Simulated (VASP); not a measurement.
# TaN: density of states with PBE

TaN:

```
Ta N
1.0
     5.18500    0.00000    0.00000
    -2.59250    4.49034    0.00000
     0.00000    0.00000    2.90800
Ta N
3 3
Direct
  0.00000 0.00000 0.00000
  0.33333 0.66667 0.50000
  0.66667 0.33333 0.50000
  0.50000 0.00000 0.00000
  0.50000 0.50000 0.00000
  0.00000 0.50000 0.00000
```

```yaml
Program: VASP 6.6.1
Task: density of states
Functional: PBE
Potentials_or_basis: VASP PAW PBE potentials, release 64 (Ta_pv, N)
Cutoff: 520 eV
k_mesh: 5 × 5 × 8
Occupations: fermi-dirac, width 0.03 eV
Spin: no spin polarisation
Dipole_correction: no
k_mesh_for_the_DOS: 8 × 8 × 12
Occupations_for_the_DOS: tetrahedron
Further_INCAR_settings: ALGO = Normal; EDIFF = 1e-07
```

```yaml
Valence_electrons_inside_the_program's_atomic_spheres: Ta 8.63, 9.06; N 3.81
```

Levels at points of the mesh, in eV from the Fermi level:
| k point | band 20 | band 21 | band 22 | band 23 | band 24 | band 25 | band 26 | band 27 | band 28 |
| --- | --- | --- | --- | --- | --- | --- | --- | --- | --- |
| (0.00, 0.00, 0.00) | -3.06 | -3.06 | -2.55 | -2.10 | -1.28 | -1.28 | 0.79 | 0.79 | 1.23 |
| (0.50, 0.00, 0.00) | -4.68 | -3.47 | -2.95 | -1.74 | -0.72 | 1.32 | 1.81 | 1.83 | 2.36 |
| (0.00, 0.00, 0.50) | -3.79 | -3.15 | -3.15 | -1.97 | 0.85 | 0.85 | 1.42 | 1.77 | 2.50 |
| (0.50, 0.00, 0.50) | -4.54 | -3.44 | -3.16 | -2.20 | -1.26 | 1.02 | 1.35 | 3.05 | 3.42 |

Wall time 110 s on 1 thread of AMD EPYC 7R13 Processor (Zen 3), with other jobs on the host, peak memory 0.22 GiB.

Caveat: spin-orbit coupling is left out, which moves the levels of the heavy elements.
